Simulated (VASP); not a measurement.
# C (Fm-3m) in VASP: further runs

C is run at these levels: PBE; tasks: single point.

All numbers are computed with VASP 6.6.1; they aren't measurements. Logs are shortened: lines on timing, memory, paths and dates and some standing lists are left out, and cuts for length are marked.

### 1 The cell of the first run

The structure is cubic, space group Fm-3m (No. 225). The conventional cell has a = 2.446 Å, b = 2.446 Å, c = 2.446 Å, α = 90.00°, β = 90.00°, γ = 90.00°. Within 2.3 Å of C (site symmetry m-3m) lie 12 C at 1.73 Å.

### 2 Single point, PBE (volume scaled by 0.5)

INCAR

```
SYSTEM = C
PREC = Accurate
ENCUT = 520
EDIFF = 1E-6
ISMEAR = -1
SIGMA = 0.1
LREAL = .False.
LASPH = .True.
NELM = 80
ALGO = Normal
ISIF = 2
LWAVE = .False.
LCHARG = .False.
GGA = PE
NBANDS = 8
```

KPOINTS

```
regular mesh
0
Gamma
  22 22 22
  0 0 0
```

POSCAR

```
C
1.0
    0.0000000000      1.2227871426      1.2227871426
    1.2227871426      0.0000000000      1.2227871426
    1.2227871426      1.2227871426      0.0000000000
C
1
Direct
    0.0000000000      0.0000000000      0.0000000000
```

Potentials or basis: VASP PAW PBE potentials, release 64 (C).

Started as:

```sh
> cat potpaw_PBE.64/C/POTCAR > POTCAR
> mpirun -np 1 vasp_std > vasp.out
```

OUTCAR:

```text
SYSTEM = C
   PREC = Accurate
   ENCUT = 520
   EDIFF = 1E-6
   ISMEAR = -1
   LREAL = .False.
   LASPH = .True.
   NELM = 80
   ISIF = 2
   GGA = PE

 ion  position               nearest neighbor table
   1  0.000  0.000  0.000-

  LATTYP: Found a face centered cubic cell.
 ALAT       =     2.4455742852

  Lattice vectors:

 A1 = (   0.0000000000,   1.2227871426,   1.2227871426)
 A2 = (   1.2227871426,   0.0000000000,   1.2227871426)
 A3 = (   1.2227871426,   1.2227871426,   0.0000000000)

Analysis of symmetry for initial positions (statically):
=====================================================================
 Subroutine PRICEL returns:
 Original cell was already a primitive cell.

 Routine SETGRP: Setting up the symmetry group for a
 face centered cubic supercell.

 Subroutine GETGRP returns: Found 48 space group operations
 (whereof 48 operations were pure point group operations)
 out of a pool of 48 trial point group operations.

The static configuration has the point symmetry O_h .

Analysis of symmetry for dynamics (positions and initial velocities):
=====================================================================
 Subroutine PRICEL returns:
 Original cell was already a primitive cell.

 Routine SETGRP: Setting up the symmetry group for a
 face centered cubic supercell.

 Subroutine GETGRP returns: Found 48 space group operations
 (whereof 48 operations were pure point group operations)
 out of a pool of 48 trial point group operations.

The dynamic configuration has the point symmetry O_h .

 Subroutine INISYM returns: Found 48 space group operations
 (whereof 48 operations are pure point group operations),
 and found     1 'primitive' translations

----------------------------------------------------------------------------------------

                                     Primitive cell

  volume of cell :       3.6566

  direct lattice vectors                    reciprocal lattice vectors
     0.000000000  1.222787143  1.222787143    -0.408901912  0.408901912  0.408901912
     1.222787143  0.000000000  1.222787143     0.408901912 -0.408901912  0.408901912
     1.222787143  1.222787143  0.000000000     0.408901912  0.408901912 -0.408901912

  length of vectors
     1.729282161  1.729282161  1.729282161     0.708238886  0.708238886  0.708238886

  position of ions in fractional coordinates (direct lattice)
     0.000000000  0.000000000  0.000000000

  ion indices of the primitive-cell ions
   primitive index   ion index
                 1           1
[... 69 lines left out ...]
   LASPH  =      T    aspherical Exc in radial PAW
   ENCUT  =  520.0 eV  38.22 Ry    6.18 a.u.   3.22  3.22  3.22*2*pi/ulx,y,z
   NELM   =     80;   NELMIN=  2; NELMDL= -5     # of ELM steps
   EDIFF  = 0.1E-05   stopping-criterion for ELM
   LREAL  =      F    real-space projection
   EDIFFG = 0.1E-04   stopping-criterion for IOM
   NSW    =      0    number of steps for IOM
   IBRION =     -1    ionic relax: 0-MD 1-quasi-New 2-CG
   NFREE  =      0    steps in history (QN), initial steepest desc. (CG)
   ISIF   =      2    stress and relaxation
   ISYM   =      2    0-nonsym 1-usesym 2-fastsym
   POTIM  = 0.5000    time-step for ionic-motion
   TEBEG  =    0.0;   TEEND  =   0.0 temperature during run
   PSTRESS=    0.0 pullay stress
   NELECT =       4.0000    total number of electrons
   NUPDOWN=      -1.0000    fix difference up-down
   EMIN   =  10.00;   EMAX   =-10.00  energy-range for DOS
   EFERMI =   0.00;   METHOD = LEGACY
   ISMEAR =    -1;   SIGMA  =   0.10  broadening in eV -4-tet -1-fermi 0-gaus
   EFERMI_NEDOS =   21; number of points for ismear=-14 and -15
   IALGO  =     38    algorithm
   IMIX   =      4    mixing-type and parameters
     AMIX     =   0.40;   BMIX     =  1.00
     AMIX_MAG =   1.60;   BMIX_MAG =  1.00
  volume/ion in A,a.u.               =       3.66        24.68
  Fermi-wavevector in a.u.,A,eV,Ry     =   1.686814  3.187617 38.713239  2.845343
  Thomas-Fermi vector in A             =   2.769412
   LORBIT       =      0    0 simple, 1 ext, 2 COOP (PROOUT), +10 PAW based schemes
   GGA     = PE    functional components
   LHFCALC =     F    Hartree Fock is set to
   AEXX    =    0.0000 exact exchange contribution
   IVDW    =     0    specifies the selected vdW correction
   LEPSILON=     F    determine dielectric tensor
   LRPA    =     F    only Hartree local field effects (RPA)
 non-spin polarized calculation
  energy-cutoff  :      520.00
  volume of cell :        3.66
 maximum number of plane-waves:       113
 NGX is ok and might be reduce to    14
   NGX =  7   NGY =  7   NGZ =  7

 number of electron       4.0000000 magnetization

 Free energy of the ion-electron system (eV)
  ---------------------------------------------------
  ext. energy  EPLUGINS =         0.00000000
  ---------------------------------------------------
  free energy    TOTEN  =        -2.23410068 eV

  energy without entropy =       -2.22618911  energy(sigma->0) =       -2.23014490

 E-fermi :  20.5769     XC(G=0): -16.2513

 val. band max:       20.5339288453   @ k =  -0.4545   0.4545   0.0455
 cond. band min:      20.5785440158   @ k =  -0.4545   0.4545   0.0000
 fundamental gap:      0.0446151704
 Fermi energy:        20.5769002164

 k-point     1 :       0.0000    0.0000    0.0000
  band No.  band energies     occupation
      1     -10.7930      2.00000
      2      35.2119      0.00000
      3      35.2119      0.00000
      4      35.2119      0.00000
      5      61.1363      0.00000
      6      61.1363      0.00000
      7      61.1363      0.00000
      8      66.8241      0.00000
[... 243 lines left out ...]
 k-point    24 :      -0.4545    0.0455    0.0000
  band No.  band energies     occupation
      1       1.6609      2.00000
      2       7.9446      2.00000
      3      31.0346      0.00000
      4      31.4952      0.00000
      5      54.5344      0.00000
      6      57.1888      0.00000
      7      61.4385      0.00000
      8      63.1163      0.00000

 [... further k-points ...]
[... 5 lines left out ...]
  --------------------------------------------------------------------------------------
  -------------------------------------------------------------------------------------
  Total        8.2822421      8.2822421      8.2822421      0.0000000     -0.0000000      0.0000000
  in kB     3628.9076388   3628.9076388   3628.9076388      0.0000000     -0.0000000      0.0000000
  external PRESSURE =    3628.9076388 kB  Pullay stress =       0.0000000 kB

 VOLUME and BASIS-vectors are now :
 -----------------------------------------------------------------------------
  energy-cutoff  :      520.00
  volume of cell :        3.66
      direct lattice vectors                 reciprocal lattice vectors
     0.000000000  1.222787143  1.222787143    -0.408901912  0.408901912  0.408901912
     1.222787143  0.000000000  1.222787143     0.408901912 -0.408901912  0.408901912
     1.222787143  1.222787143  0.000000000     0.408901912  0.408901912 -0.408901912

 POSITION                                       TOTAL-FORCE (eV/Angst)
 -----------------------------------------------------------------------------------
      0.00000      0.00000      0.00000        -0.000000     -0.000000     -0.000000
 -----------------------------------------------------------------------------------
    total drift:                               -0.000000     -0.000000     -0.000000

  FREE ENERGIE OF THE ION-ELECTRON SYSTEM (eV)
  ---------------------------------------------------
  free  energy   TOTEN  =        -2.2341006818 eV

  energy  without entropy=       -2.2261891118  energy(sigma->0) =       -2.23014490
```

OSZICAR:

```text
N       E                     dE             d eps       ncg     rms          rms(c)
DAV:   1    -0.122989511297E+01   -0.12299E+01   -0.29494E+03  6240   0.529E+02
DAV:   2    -0.224868446980E+01   -0.10188E+01   -0.98313E+00  6848   0.266E+01
DAV:   3    -0.224960196831E+01   -0.91750E-03   -0.91728E-03  6088   0.776E-01
DAV:   4    -0.224960200428E+01   -0.35969E-07   -0.34923E-07  7232   0.422E-03
DAV:   5    -0.224960200605E+01   -0.17624E-08   -0.68760E-12  6112   0.104E-05    0.308E+00
DAV:   6    -0.223849822653E+01    0.11104E-01   -0.44261E-03  5784   0.511E-01    0.188E+00
DAV:   7    -0.223411681471E+01    0.43814E-02   -0.64666E-03  6008   0.636E-01    0.129E-01
DAV:   8    -0.223410105767E+01    0.15757E-04   -0.37485E-05  5560   0.507E-02    0.949E-03
DAV:   9    -0.223410068183E+01    0.37585E-06   -0.20697E-06  6096   0.110E-02
   1 F= -.22341007E+01 E0= -.22301449E+01  d E =-.791157E-02
```

Wall time 5.6 s (1 thread of Intel Xeon Platinum 8259CL at 2.50GHz (Skylake/Cascade Lake), shared host); peak memory 0.11 GiB.

Results:

```yaml
Free_energy: -2.2341 eV
Pressure: 362.9 GPa
Band_gap_on_the_k_mesh: zero (band 2 reaches 35.21 eV, above the bottom of band 3 at 15.60 eV)
```

### 3 Single point, PBE (volume scaled by 0.6)

INCAR

```
PREC = Accurate ; ENCUT = 520
EDIFF = 1E-7 ; ISMEAR = -1
SIGMA = 0.1 ; LREAL = False
LASPH = True ; NELM = 60
ALGO = Normal ; ISIF = 2
LWAVE = False ; LCHARG = False
GGA = PE ; NBANDS = 8
```

KPOINTS

```
Automatic mesh
0
Gamma
  22 22 22
```

POSCAR

```
C
1.0
    0.0000000000      1.2994052354      1.2994052354
    1.2994052354      0.0000000000      1.2994052354
    1.2994052354      1.2994052354      0.0000000000
C
1
Direct
    0.0000000000      0.0000000000      0.0000000000
```

Potentials or basis: VASP PAW PBE potentials, release 64 (C).

Started as:

```sh
> cat potpaw_PBE.64/C/POTCAR > POTCAR
> mpirun -np 1 vasp_std > vasp.out
```

Wall time 7.2 s (1 thread of Intel Xeon Platinum 8259CL at 2.50GHz (Skylake/Cascade Lake), shared host); peak memory 0.11 GiB.

The run converged. Its results:

| Item | Value |
| --- | --- |
| Free energy | -3.4687 eV |
| Pressure | 194.9 GPa |
| Band gap on the k mesh | zero (band 2 reaches 29.00 eV, above the bottom of band 3 at 12.42 eV) |

Levels at points of the mesh, in eV from the Fermi level:
```tsv
k point	band 1	band 2	band 3	band 4	band 5	band 6
(0.00, 0.00, 0.00)	-27.37	12.57	12.57	12.57	37.40	37.40
(0.50, 0.00, 0.00)	-15.29	-12.01	9.53	9.53	33.62	33.62
(0.50, 0.50, 0.00)	-12.23	-5.50	2.42	2.42	17.74	19.42
```

### 4 Single point, PBE (volume scaled by 0.6)

INCAR

```
SYSTEM = C
  PREC = Accurate
  ENCUT = 520
  EDIFF = 1E-6
  ISMEAR = -1
  SIGMA = 0.1
  LREAL = .FALSE.
  LASPH = .TRUE.
  NELM = 100
  ALGO = Normal
  ISIF = 2
  LWAVE = .FALSE.
  LCHARG = .FALSE.
  GGA = PE
  NBANDS = 8
```

KPOINTS

```
Automatic mesh
0
G
  22 22 22
  0 0 0
```

POSCAR is that of step 3.

Potentials or basis: VASP PAW PBE potentials, release 64 (C).

Started as:

```sh
> cat potpaw_PBE.64/C/POTCAR > POTCAR
> mpirun -np 1 vasp_std > vasp.out
```

OUTCAR:

```text
SYSTEM = C
   PREC = Accurate
   ENCUT = 520
   EDIFF = 1E-6
   ISMEAR = -1
   LREAL = .FALSE.
   LASPH = .TRUE.
   NELM = 100
   ISIF = 2
   GGA = PE

 ion  position               nearest neighbor table
   1  0.000  0.000  0.000-

  LATTYP: Found a face centered cubic cell.
 ALAT       =     2.5988104708

  Lattice vectors:

 A1 = (   0.0000000000,   1.2994052354,   1.2994052354)
 A2 = (   1.2994052354,   0.0000000000,   1.2994052354)
 A3 = (   1.2994052354,   1.2994052354,   0.0000000000)

Analysis of symmetry for initial positions (statically):
=====================================================================
 Subroutine PRICEL returns:
 Original cell was already a primitive cell.

 Routine SETGRP: Setting up the symmetry group for a
 face centered cubic supercell.

 Subroutine GETGRP returns: Found 48 space group operations
 (whereof 48 operations were pure point group operations)
 out of a pool of 48 trial point group operations.

The static configuration has the point symmetry O_h .

Analysis of symmetry for dynamics (positions and initial velocities):
=====================================================================
 Subroutine PRICEL returns:
 Original cell was already a primitive cell.

 Routine SETGRP: Setting up the symmetry group for a
 face centered cubic supercell.

 Subroutine GETGRP returns: Found 48 space group operations
 (whereof 48 operations were pure point group operations)
 out of a pool of 48 trial point group operations.

The dynamic configuration has the point symmetry O_h .

 Subroutine INISYM returns: Found 48 space group operations
 (whereof 48 operations are pure point group operations),
 and found     1 'primitive' translations

----------------------------------------------------------------------------------------

                                     Primitive cell

  volume of cell :       4.3880

  direct lattice vectors                    reciprocal lattice vectors
[... 101 lines left out ...]
   EFERMI_NEDOS =   21; number of points for ismear=-14 and -15
   IALGO  =     38    algorithm
   IMIX   =      4    mixing-type and parameters
     AMIX     =   0.40;   BMIX     =  1.00
     AMIX_MAG =   1.60;   BMIX_MAG =  1.00
  volume/ion in A,a.u.               =       4.39        29.61
  Fermi-wavevector in a.u.,A,eV,Ry     =   1.587353  2.999662 34.282463  2.519690
  Thomas-Fermi vector in A             =   2.686524
   LORBIT       =      0    0 simple, 1 ext, 2 COOP (PROOUT), +10 PAW based schemes
   GGA     = PE    functional components
   LHFCALC =     F    Hartree Fock is set to
   AEXX    =    0.0000 exact exchange contribution
   IVDW    =     0    specifies the selected vdW correction
   LEPSILON=     F    determine dielectric tensor
   LRPA    =     F    only Hartree local field effects (RPA)
 non-spin polarized calculation
  energy-cutoff  :      520.00
  volume of cell :        4.39
 maximum number of plane-waves:       127
 NGX is ok and might be reduce to    14
   NGX =  7   NGY =  7   NGZ =  7

 number of electron       4.0000000 magnetization

 Free energy of the ion-electron system (eV)
  ---------------------------------------------------
  ext. energy  EPLUGINS =         0.00000000
  ---------------------------------------------------
  free energy    TOTEN  =        -3.46869095 eV

  energy without entropy =       -3.46050055  energy(sigma->0) =       -3.46459575

 E-fermi :  16.4330     XC(G=0): -15.2703

 val. band max:       16.4316292554   @ k =  -0.3636   0.3636   0.1818
 cond. band min:      16.4386466057   @ k =  -0.3636   0.3182   0.0909
 fundamental gap:      0.0070173503
 Fermi energy:        16.4330051455

 k-point     1 :       0.0000    0.0000    0.0000
  band No.  band energies     occupation
      1     -10.9336      2.00000
      2      28.9989      0.00000
      3      28.9989      0.00000
      4      28.9989      0.00000
      5      53.8308      0.00000
      6      53.8308      0.00000
      7      53.8308      0.00000
      8      59.2170      0.00000
[... 243 lines left out ...]
 k-point    24 :      -0.4545    0.0455    0.0000
  band No.  band energies     occupation
      1       0.6214      2.00000
      2       5.2155      2.00000
      3      25.5193      0.00000
      4      25.9246      0.00000
      5      48.0382      0.00000
      6      50.3944      0.00000
      7      52.1471      0.00000
      8      55.4757      0.00000

 [... further k-points ...]
[... 5 lines left out ...]
  --------------------------------------------------------------------------------------
  -------------------------------------------------------------------------------------
  Total        5.3394928      5.3394928      5.3394928      0.0000000      0.0000000     -0.0000000
  in kB     1949.6055744   1949.6055744   1949.6055744      0.0000000      0.0000000     -0.0000000
  external PRESSURE =    1949.6055744 kB  Pullay stress =       0.0000000 kB

 VOLUME and BASIS-vectors are now :
 -----------------------------------------------------------------------------
  energy-cutoff  :      520.00
  volume of cell :        4.39
      direct lattice vectors                 reciprocal lattice vectors
     0.000000000  1.299405235  1.299405235    -0.384791431  0.384791431  0.384791431
     1.299405235  0.000000000  1.299405235     0.384791431 -0.384791431  0.384791431
     1.299405235  1.299405235  0.000000000     0.384791431  0.384791431 -0.384791431

 POSITION                                       TOTAL-FORCE (eV/Angst)
 -----------------------------------------------------------------------------------
      0.00000      0.00000      0.00000        -0.000000      0.000000      0.000000
 -----------------------------------------------------------------------------------
    total drift:                               -0.000000     -0.000000     -0.000000

  FREE ENERGIE OF THE ION-ELECTRON SYSTEM (eV)
  ---------------------------------------------------
  free  energy   TOTEN  =        -3.4686909502 eV

  energy  without entropy=       -3.4605005466  energy(sigma->0) =       -3.46459575
```

It took 6.6 s on 1 thread of Intel Xeon Platinum 8259CL at 2.50GHz (Skylake/Cascade Lake), shared host; peak memory 0.11 GiB.

What came out:

```
Free energy            : -3.4687 eV
Pressure               : 195.0 GPa
Band gap on the k mesh : zero (band 2 reaches 29.00 eV, above the bottom of band 3 at 12.41 eV)
```

Levels at points of the mesh, in eV from the Fermi level:
```tsv
k point	band 1	band 2	band 3	band 4	band 5	band 6
(0.00, 0.00, 0.00)	-27.37	12.57	12.57	12.57	37.40	37.40
(0.50, 0.00, 0.00)	-15.29	-12.01	9.53	9.53	33.62	33.62
(0.50, 0.50, 0.00)	-12.23	-5.50	2.42	2.42	17.74	19.42
```

### 5 Single point, PBE (volume scaled by 0.7)

INCAR

```
  ALGO = Normal
  EDIFF = 1E-7
  ENCUT = 520
  GGA = PE
  ISIF = 2
  ISMEAR = -1
  LASPH = T
  LCHARG = F
  LREAL = F
  LWAVE = F
  NBANDS = 8
  NELM = 60
  PREC = Accurate
  SIGMA = 0.1
```

KPOINTS

```
k-points
0
Gamma
  22 22 22
```

POSCAR

```
C
1.0
    0.0000000000      1.3679184549      1.3679184549
    1.3679184549      0.0000000000      1.3679184549
    1.3679184549      1.3679184549      0.0000000000
C
1
Direct
    0.0000000000      0.0000000000      0.0000000000
```

Started as:

```sh
> cat potpaw_PBE.64/C/POTCAR > POTCAR
> mpirun -np 1 vasp_std > vasp.out
```

Run time: 9.7 s. Hardware: 1 thread of Intel Xeon Platinum 8259CL at 2.50GHz (Skylake/Cascade Lake), shared host; peak memory 0.11 GiB.

It converged, with:

```
Free energy            : -4.1290 eV
Pressure               : 103.2 GPa
Band gap on the k mesh : zero (band 2 reaches 24.36 eV, above the bottom of band 3 at 9.28 eV)
```

Levels at points of the mesh, in eV from the Fermi level:
| k point | band 1 | band 2 | band 3 | band 4 | band 5 | band 6 |
| --- | --- | --- | --- | --- | --- | --- |
| (0.00, 0.00, 0.00) | -24.33 | 11.05 | 11.05 | 11.05 | 35.01 | 35.01 |
| (0.50, 0.00, 0.00) | -12.90 | -11.00 | 8.48 | 8.48 | 31.66 | 31.66 |
| (0.50, 0.50, 0.00) | -10.24 | -5.30 | 2.47 | 2.47 | 17.39 | 17.72 |

### 6 The runs side by side

```csv
cell,gap on the mesh (eV),pressure (GPa)
"a = 1.729 Å, angles 60.0°, 1 atom",none,362.9
"a = 1.838 Å, angles 60.0°, 1 atom",none,195.0
"a = 1.935 Å, angles 60.0°, 1 atom",none,103.2
```

Alike in all rows: task single point; level PBE; potentials or basis VASP PAW PBE potentials, release 64 (C); no spin polarisation; k mesh 22 × 22 × 22; cutoff (eV) 520; smearing fermi-dirac 0.1 eV.

Total energies depend on the potentials used, so only differences within one code and one set of settings carry meaning.
